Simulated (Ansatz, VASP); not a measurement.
**One calculation of GeW, two programs**

```
Ge W
1.0
     0.00000    2.57761    2.57761
     2.57761    0.00000    2.57761
     2.57761    2.57761    0.00000
Ge W
1 1
Direct
  0.50000 0.50000 0.50000
  0.00000 0.00000 0.00000
```

Alike in both runs: task single point; functional PBE; k mesh 5 × 5 × 5; occupations fermi-dirac, width 0.03 eV; no spin polarisation.

```csv
,VASP,Ansatz
version,VASP 6.6.1,Ansatz 0.2.0
potentials or method,"VASP PAW PBE potentials, release 64 (Ge_d, W_sv), cutoff 500 eV","all-electron LAPW, scalar-relativistic"
```

VASP gave:

| Property | Result |
| --- | --- |
| gap on the k mesh at the Fermi level (eV) | none |
| pressure (GPa) | 0.6 |

Task: Which values does Ansatz return?

Result: gap on the k mesh at the Fermi level (eV): none; pressure (GPa): 0.4.

A gap of «none» marks a metal or a gap that the smearing closes. Ansatz ran all-electron here, and VASP with PAW potentials.

The k mesh is coarse, so the values compare programs but aren't converged. Spin-orbit coupling is off throughout. Noted on Ansatz's run: the k mesh is thin for a metal, which can move the energy by tens of meV per atom.
